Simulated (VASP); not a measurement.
# Al2Cu (Fm-3m) in VASP: a series of runs, part 2 of 3

VASP 6.6.1. The steps go on from the part before.

### Step 3. Vibrations by perturbation theory, PBE

This run uses another cell than the first one, of 15.39 Å³/atom, 0.974 times its volume.

Input file INCAR:

```
SYSTEM = Al2Cu
PREC = Accurate ; ENCUT = 520
EDIFF = 1E-8 ; ISMEAR = -1
SIGMA = 0.15 ; LREAL = .False.
LASPH = .True. ; NELM = 80
ALGO = Normal ; ISIF = 2
LWAVE = .False. ; LCHARG = .True.
GGA = PE ; IBRION = 8
NSW = 1
```

Input file KPOINTS:

```
Automatic mesh
0
Gamma
  14 14 14
  0 0 0
```

Input file POSCAR:

```
Al2Cu
1.0
   -2.0135378402      2.0135378402      2.8475725219
    2.0135378402     -2.0135378402      2.8475725219
    2.0135378402      2.0135378402     -2.8475725219
Al Cu
2 1
Direct
    0.7500000000      0.2500000000      0.5000000000
    0.2500000000      0.7500000000      0.5000000000
    0.5000000000      0.5000000000      0.0000000000
```

Potentials or basis: VASP PAW PBE potentials, release 64 (Al, Cu).

Command:

```console
cat potpaw_PBE.64/Al/POTCAR potpaw_PBE.64/Cu/POTCAR > POTCAR
mpirun -np 1 vasp_std > vasp.out
```

OUTCAR:

```text
SYSTEM = Al2Cu
   PREC = Accurate
   ENCUT = 520
   EDIFF = 1E-8
   ISMEAR = -1
   LREAL = .False.
   LASPH = .True.
   NELM = 80
   ISIF = 2
   GGA = PE
   IBRION = 8
   NSW = 1

 ion  position               nearest neighbor table
   1  0.750  0.250  0.500-   3 2.47   3 2.47   3 2.47   3 2.47   2 2.85   2 2.85   2 2.85   2 2.85
                             2 2.85   2 2.85
   2  0.250  0.750  0.500-   3 2.47   3 2.47   3 2.47   3 2.47   1 2.85   1 2.85   1 2.85   1 2.85
                             1 2.85   1 2.85
   3  0.500  0.500  0.000-   1 2.47   2 2.47   1 2.47   2 2.47   2 2.47   1 2.47   2 2.47   1 2.47

  LATTYP: Found a face centered cubic cell.
 ALAT       =     5.6951450439

  Lattice vectors:

 A1 = (   2.0135378402,  -2.0135378402,  -2.8475725219)
 A2 = (   2.0135378402,   2.0135378402,  -2.8475725219)
 A3 = (   4.0270756804,   0.0000000000,   0.0000000000)

Analysis of symmetry for initial positions (statically):
=====================================================================
 Subroutine PRICEL returns:
 Original cell was already a primitive cell.

 Routine SETGRP: Setting up the symmetry group for a
 face centered cubic supercell.

 Subroutine GETGRP returns: Found 48 space group operations
 (whereof 48 operations were pure point group operations)
 out of a pool of 48 trial point group operations.

The static configuration has the point symmetry O_h .

Analysis of symmetry for dynamics (positions and initial velocities):
=====================================================================
 Subroutine PRICEL returns:
 Original cell was already a primitive cell.

 Routine SETGRP: Setting up the symmetry group for a
 face centered cubic supercell.

 Subroutine GETGRP returns: Found 48 space group operations
 (whereof 48 operations were pure point group operations)
 out of a pool of 48 trial point group operations.

The dynamic configuration has the point symmetry O_h .

 Subroutine INISYM returns: Found 48 space group operations
 (whereof 48 operations are pure point group operations),
 and found     1 'primitive' translations

----------------------------------------------------------------------------------------

                                     Primitive cell

  volume of cell :      46.1800

  direct lattice vectors                    reciprocal lattice vectors
    -2.013537840  2.013537840  2.847572522     0.000000000  0.248319148  0.175588153
     2.013537840 -2.013537840  2.847572522     0.248319148  0.000000000  0.175588153
     2.013537840  2.013537840 -2.847572522     0.248319148  0.248319148  0.000000000

  length of vectors
     4.027075680  4.027075680  4.027075680     0.304127602  0.304127602  0.351176306

[... 485 lines left out ...]
  band No.  band energies     occupation
      1      -1.3197      2.00000
      2       2.0645      2.00000
      3       2.7590      2.00000
      4       2.8833      2.00000
      5       3.1939      2.00000
      6       3.3215      2.00000
      7       4.2481      2.00000
      8       6.1962      1.99921
      9       8.3241      0.00349
     10      10.4158      0.00000
     11      11.0332      0.00000
     12      12.3529      0.00000

 [... further k-points ...]
[... 5 lines left out ...]
  --------------------------------------------------------------------------------------
  -------------------------------------------------------------------------------------
  Total        1.4827535      1.4827535      1.4827535      0.0000000     -0.0000000      0.0000000
  in kB       51.4428652     51.4428652     51.4428652      0.0000000     -0.0000000      0.0000000
  external PRESSURE =      51.4428652 kB  Pullay stress =       0.0000000 kB

 VOLUME and BASIS-vectors are now :
 -----------------------------------------------------------------------------
  energy-cutoff  :      520.00
  volume of cell :       46.18
      direct lattice vectors                 reciprocal lattice vectors
    -2.013537840  2.013537840  2.847572522     0.000000000  0.248319148  0.175588153
     2.013537840 -2.013537840  2.847572522     0.248319148  0.000000000  0.175588153
     2.013537840  2.013537840 -2.847572522     0.248319148  0.248319148  0.000000000

 POSITION                                       TOTAL-FORCE (eV/Angst)
 -----------------------------------------------------------------------------------
     -0.00000      2.01354      1.42379        -0.000000      0.000000      0.000000
      2.01354     -0.00000      1.42379         0.000000     -0.000000     -0.000000
      0.00000      0.00000      2.84757        -0.000000      0.000000     -0.000000
 -----------------------------------------------------------------------------------
    total drift:                                0.000000     -0.000000      0.000000

  FREE ENERGIE OF THE ION-ELECTRON SYSTEM (eV)
  ---------------------------------------------------
  free  energy   TOTEN  =       -11.7437680591 eV

  energy  without entropy=      -11.6822910653  energy(sigma->0) =      -11.71302956

[... ionic steps 2 to 9 ...]

--------------------------------------- Ionic step       10  -------------------------------------------

 Free energy of the ion-electron system (eV)
  ---------------------------------------------------
  ---------------------------------------------------
  free energy    TOTEN  =        -0.24143244 eV

  energy without entropy =       -0.24143244

------------------------ aborting loop because EDIFF is reached ----------------------------------------

 INTERNAL STRAIN TENSOR  FOR ION    3  DIRECTION 1   (eV/Angst):
 -----------------------------------------------------------------------------
     0.00168  0.00000  0.00000
     0.00000  0.00212  0.00000
     0.00000  0.00000  0.00312

 INTERNAL STRAIN TENSOR FOR ION    3 for displacements in x,y,z  (eV/Angst):
          X           Y           Z          XY          YZ          ZX
  --------------------------------------------------------------------------------
  x     0.00000     0.00000     0.00000     0.00000     0.00000     0.00000
  y     0.00000     0.00000     0.00000     0.00000     0.00000     0.00000
  z     0.00000     0.00000     0.00000     0.00000     0.00000     0.00000

 SECOND DERIVATIVES (NOT SYMMETRIZED)
 ------------------------------------
               1X          1Y          1Z          2X          2Y          2Z          3X          3Y          3Z
  1X    -6.494194    0.000000   -0.000000    2.359450    0.000000    0.000000    4.134744    0.000000    0.000000
  1Y     0.000000   -6.494194   -0.000000    0.000000    2.359450    0.000000    0.000000    4.134744   -0.000000
  1Z    -0.000000   -0.000000   -6.494194    0.000000   -0.000000    2.359450   -0.000000    0.000000    4.134744
  2X     2.359450    0.000000    0.000000   -6.494194    0.000000   -0.000000    4.134744    0.000000    0.000000
  2Y     0.000000    2.359450    0.000000    0.000000   -6.494194   -0.000000    0.000000    4.134744   -0.000000
  2Z     0.000000   -0.000000    2.359450   -0.000000   -0.000000   -6.494194   -0.000000    0.000000    4.134744
  3X     4.140010    0.000000    0.000000    4.140010    0.000000    0.000000   -8.280021    0.000000    0.000000
  3Y     0.000000    4.140010    0.000000    0.000000    4.140010    0.000000    0.000000   -8.280021    0.000000
  3Z    -0.000000   -0.000000    4.140010   -0.000000   -0.000000    4.140010    0.000000    0.000000   -8.280021

 Eigenvectors and eigenvalues of the dynamical matrix
 ----------------------------------------------------

   1 f  =    8.955354 THz    56.268146 2PiTHz  298.718443 cm-1    37.036350 meV
             X         Y         Z           dx          dy          dz
     -0.000000  2.013538  1.423786     0.707107    0.000009   -0.000004
      2.013538 -0.000000  1.423786    -0.707107   -0.000009    0.000004
      0.000000  0.000000  2.847573     0.000000   -0.000000    0.000000
[... 43 lines left out ...]
   9 f/i=    0.002640 THz     0.016590 2PiTHz    0.088076 cm-1     0.010920 meV
             X         Y         Z           dx          dy          dz
     -0.000000  2.013538  1.423786    -0.002017   -0.454251    0.153035
      2.013538 -0.000000  1.423786    -0.002017   -0.454251    0.153035
      0.000000  0.000000  2.847573    -0.003093   -0.696683    0.234708

--------------------------------------------------------------------------------------------------------

 ELASTIC MODULI CONTR FROM IONIC RELAXATION (kBar)
 Direction    XX          YY          ZZ          XY          YZ          ZX
 --------------------------------------------------------------------------------
 XX        -249.1873    249.1873      0.0000      0.0000      0.0000      0.0000
 YY         249.1873   -249.1873     -0.0000     -0.0000     -0.0000     -0.0000
 ZZ           0.0000     -0.0000     -0.0000      0.0000      0.0000      0.0000
 XY           0.0000     -0.0000      0.0000     -0.0000     -0.0000      0.0000
 YZ           0.0000     -0.0000      0.0000     -0.0000   -249.1873      0.0000
 ZX           0.0000     -0.0000      0.0000      0.0000      0.0000   -249.1873
 --------------------------------------------------------------------------------
```

Run time: 8.2 min. Hardware: 1 thread of Intel Xeon 6975P-C (Granite Rapids), shared host; peak memory 0.93 GiB.

What came out:

- Highest phonon frequency at Γ, LO-TO splitting left out: 299 cm⁻¹

Phonon frequencies in cm⁻¹ (negative: imaginary):
```
              q point                    frequencies
(0.000, 0.000, 0.000)  0 0 0 278 278 278 299 299 299
```

Caveat: the cell wasn't relaxed at this level first, which shifts response properties.

### Step 4. Vibrations by perturbation theory, PBE

This run uses another cell than the first one, of 16.13 Å³/atom, 1.020 times its volume.

Input file INCAR:

```
SYSTEM = Al2Cu
PREC = Accurate
ENCUT = 520
EDIFF = 1E-8
ISMEAR = -1
SIGMA = 0.15
LREAL = .False.
LASPH = .True.
NELM = 80
ALGO = Normal
ISIF = 2
LWAVE = .False.
LCHARG = .True.
GGA = PE
IBRION = 8
NSW = 1
```

Input file KPOINTS:

```
regular mesh
0
Gamma
  14 14 14
  0 0 0
```

Input file POSCAR:

```
Al2Cu
1.0
   -2.0452782062      2.0452782062      2.8924627113
    2.0452782062     -2.0452782062      2.8924627113
    2.0452782062      2.0452782062     -2.8924627113
Al Cu
2 1
Direct
    0.7500000000      0.2500000000      0.5000000000
    0.2500000000      0.7500000000      0.5000000000
    0.5000000000      0.5000000000      0.0000000000
```

Potentials or basis: VASP PAW PBE potentials, release 64 (Al, Cu).

Command:

```console
cat potpaw_PBE.64/Al/POTCAR potpaw_PBE.64/Cu/POTCAR > POTCAR
mpirun -np 1 vasp_std > vasp.out
```

OUTCAR:

```text
SYSTEM = Al2Cu
   PREC = Accurate
   ENCUT = 520
   EDIFF = 1E-8
   ISMEAR = -1
   LREAL = .False.
   LASPH = .True.
   NELM = 80
   ISIF = 2
   GGA = PE
   IBRION = 8
   NSW = 1

 ion  position               nearest neighbor table
   1  0.750  0.250  0.500-   3 2.50   3 2.50   3 2.50   3 2.50   2 2.89   2 2.89   2 2.89   2 2.89
                             2 2.89   2 2.89
   2  0.250  0.750  0.500-   3 2.50   3 2.50   3 2.50   3 2.50   1 2.89   1 2.89   1 2.89   1 2.89
                             1 2.89   1 2.89
   3  0.500  0.500  0.000-   2 2.50   1 2.50   1 2.50   2 2.50   1 2.50   2 2.50   2 2.50   1 2.50

  LATTYP: Found a face centered cubic cell.
 ALAT       =     5.7849228893

  Lattice vectors:

 A1 = (   2.0452782062,  -2.0452782062,  -2.8924627113)
 A2 = (   2.0452782062,   2.0452782062,  -2.8924627113)
 A3 = (   4.0905564124,   0.0000000000,   0.0000000000)

Analysis of symmetry for initial positions (statically):
=====================================================================
 Subroutine PRICEL returns:
 Original cell was already a primitive cell.

 Routine SETGRP: Setting up the symmetry group for a
 face centered cubic supercell.

 Subroutine GETGRP returns: Found 48 space group operations
 (whereof 48 operations were pure point group operations)
 out of a pool of 48 trial point group operations.

The static configuration has the point symmetry O_h .

Analysis of symmetry for dynamics (positions and initial velocities):
=====================================================================
 Subroutine PRICEL returns:
 Original cell was already a primitive cell.

[... 557 lines left out ...]

  energy  without entropy=      -11.7156071626  energy(sigma->0) =      -11.74759585

[... ionic steps 2 to 9 ...]

--------------------------------------- Ionic step       10  -------------------------------------------

 Free energy of the ion-electron system (eV)
  ---------------------------------------------------
  ---------------------------------------------------
  free energy    TOTEN  =        -0.24129172 eV

  energy without entropy =       -0.24129172

------------------------ aborting loop because EDIFF is reached ----------------------------------------

 INTERNAL STRAIN TENSOR  FOR ION    3  DIRECTION 1   (eV/Angst):
 -----------------------------------------------------------------------------
    -0.01260  0.00000  0.00000
     0.00000  0.01480  0.00000
     0.00000  0.00000  0.00440

 INTERNAL STRAIN TENSOR FOR ION    3 for displacements in x,y,z  (eV/Angst):
          X           Y           Z          XY          YZ          ZX
  --------------------------------------------------------------------------------
  x     0.00000     0.00000     0.00000     0.00000     0.00000     0.00000
  y     0.00000     0.00000     0.00000     0.00000     0.00000     0.00000
  z     0.00000     0.00000     0.00000     0.00000     0.00000     0.00000

 SECOND DERIVATIVES (NOT SYMMETRIZED)
 ------------------------------------
               1X          1Y          1Z          2X          2Y          2Z          3X          3Y          3Z
  1X    -5.441314    0.000000   -0.000000    1.945010    0.000000    0.000000    3.496304    0.000000    0.000000
  1Y     0.000000   -5.441314    0.000000    0.000000    1.945010    0.000000    0.000000    3.496304    0.000000
  1Z    -0.000000   -0.000000   -5.441323    0.000000   -0.000000    1.945013    0.000000   -0.000000    3.496310
  2X     1.945010    0.000000    0.000000   -5.441314    0.000000   -0.000000    3.496304    0.000000    0.000000
  2Y     0.000000    1.945010    0.000000    0.000000   -5.441314    0.000000    0.000000    3.496304    0.000000
  2Z     0.000000   -0.000000    1.945013   -0.000000   -0.000000   -5.441323    0.000000   -0.000000    3.496310
  3X     3.442032    0.000000   -0.000000    3.442032    0.000000   -0.000000   -6.884064    0.000000    0.000000
  3Y     0.000000    3.442032   -0.000000    0.000000    3.442032   -0.000000    0.000000   -6.884064    0.000000
  3Z    -0.000000   -0.000000    3.442038   -0.000000   -0.000000    3.442038    0.000000    0.000000   -6.884076

 Eigenvectors and eigenvalues of the dynamical matrix
 ----------------------------------------------------

   1 f  =    8.179679 THz    51.394438 2PiTHz  272.844718 cm-1    33.828418 meV
             X         Y         Z           dx          dy          dz
      0.000000  2.045278  1.446231     0.000000   -0.000000   -0.707107
      2.045278  0.000000  1.446231    -0.000000    0.000000    0.707107
      0.000000  0.000000  2.892463     0.000000   -0.000000    0.000000
[... 43 lines left out ...]
   9 f/i=    0.029705 THz     0.186640 2PiTHz    0.990839 cm-1     0.122848 meV
             X         Y         Z           dx          dy          dz
      0.000000  2.045278  1.446231     0.000000   -0.000001    0.477147
      2.045278  0.000000  1.446231     0.000000   -0.000001    0.477147
      0.000000  0.000000  2.892463     0.000000   -0.000001    0.738012

--------------------------------------------------------------------------------------------------------

 ELASTIC MODULI CONTR FROM IONIC RELAXATION (kBar)
 Direction    XX          YY          ZZ          XY          YZ          ZX
 --------------------------------------------------------------------------------
 XX        -184.9960    184.9960      0.0000     -0.0000     -0.0000      0.0000
 YY         184.9960   -184.9960     -0.0000      0.0000      0.0000     -0.0000
 ZZ           0.0000     -0.0000     -0.0000      0.0000      0.0000     -0.0000
 XY          -0.0000      0.0000      0.0000     -0.0000     -0.0000      0.0000
 YZ          -0.0000      0.0000      0.0000     -0.0000   -184.9963      0.0000
 ZX           0.0000     -0.0000     -0.0000      0.0000      0.0000   -184.9963
 --------------------------------------------------------------------------------
```

OSZICAR:

```text
N       E                     dE             d eps       ncg     rms          rms(c)
DAV:   1     0.692740607306E+02    0.69274E+02   -0.71090E+03  2496   0.150E+03
DAV:   2    -0.108917965377E+02   -0.80166E+02   -0.74437E+02  2528   0.244E+02
DAV:   3    -0.140394615476E+02   -0.31477E+01   -0.30033E+01  3316   0.635E+01
DAV:   4    -0.141035037346E+02   -0.64042E-01   -0.63967E-01  3148   0.726E+00
[... 51 lines left out ...]
RMM:  16    -0.241291755858E+00    0.22400E-06   -0.38625E-10 18138   0.541E-05    0.337E-06
RMM:  17    -0.241291892290E+00   -0.13643E-06   -0.12321E-10 18313   0.350E-05    0.101E-05
RMM:  18    -0.241291716343E+00    0.17595E-06   -0.67850E-10 19788   0.303E-05    0.362E-07
RMM:  19    -0.241291715144E+00    0.11992E-08   -0.11261E-09 21329   0.249E-05    0.302E-07
 Linear response finished
```

It took 8.1 min on 1 thread of Intel Xeon 6975P-C (Granite Rapids), shared host; peak memory 0.96 GiB.

What came out:

* Highest phonon frequency at Γ, LO-TO splitting left out: 273 cm⁻¹

Phonon frequencies in cm⁻¹ (negative: imaginary):
| q point | frequencies |
| --- | --- |
| (0.000, 0.000, 0.000) | -1 -1 -1 254 254 254 273 273 273 |

[end of part 2 of 3]
